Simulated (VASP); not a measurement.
A run of VASP 6.6.1 is set up as follows.

Contents of POSCAR:

```
BaHfO3
1.0
    4.2605999463      0.0000000000      0.0000000000
    0.0000000000      4.2605999463      0.0000000000
    0.0000000000      0.0000000000      4.2605999463
Ba Hf O
1 1 3
Direct
    0.0000000000      0.0000000000      0.0000000000
    0.5000000000      0.5000000000      0.5000000000
    0.5000000000      0.5000000000      0.0000000000
    0.5000000000      0.0000000000      0.5000000000
    0.0000000000      0.5000000000      0.5000000000
```

INCAR.step1

```
  PREC = Accurate
  ENCUT = 520
  ISMEAR = 0
  SIGMA = 0.01
  LREAL = False
  LASPH = True
  NELM = 80
  NBANDS = 27
  GGA = PE
  ALGO = Normal
  EDIFF = 1E-4
  LWAVE = True
  LCHARG = False
```

INCAR.step2

```
  PREC = Accurate
  ENCUT = 520
  EDIFF = 1E-6
  ISMEAR = 0
  SIGMA = 0.01
  LREAL = False
  LASPH = True
  NELM = 80
  ALGO = Normal
  ISIF = 2
  LWAVE = False
  LCHARG = False
  METAGGA = R2SCAN
  LMIXTAU = True
  NBANDS = 27
  ISTART = 1
```

The input KPOINTS:

```
Automatic mesh
0
Gamma
  6 6 6
```

Potentials or basis: VASP PAW PBE potentials, release 64 (Ba_sv, Hf_pv, O).

Run with:

```bash
$ cat potpaw_PBE.64/Ba_sv/POTCAR potpaw_PBE.64/Hf_pv/POTCAR potpaw_PBE.64/O/POTCAR > POTCAR
$ cp INCAR.step1 INCAR
$ mpirun -np 1 vasp_std > vasp.out
$ cp INCAR.step2 INCAR
$ mpirun -np 1 vasp_std > vasp.out
```

What does it give for the band gap on the k mesh?

3.97 eV (least direct gap 4.26 eV).

Predict the pressure.

-9.7 GPa.

Caveat: the cell differs from its parent crystal (strain +2.0%); the cell stands under tension; the PAW data sets were made with another functional, which shifts forces and pressure a little; spin-orbit coupling is left out, which moves the levels of the heavy elements. A k mesh can miss the band edges.
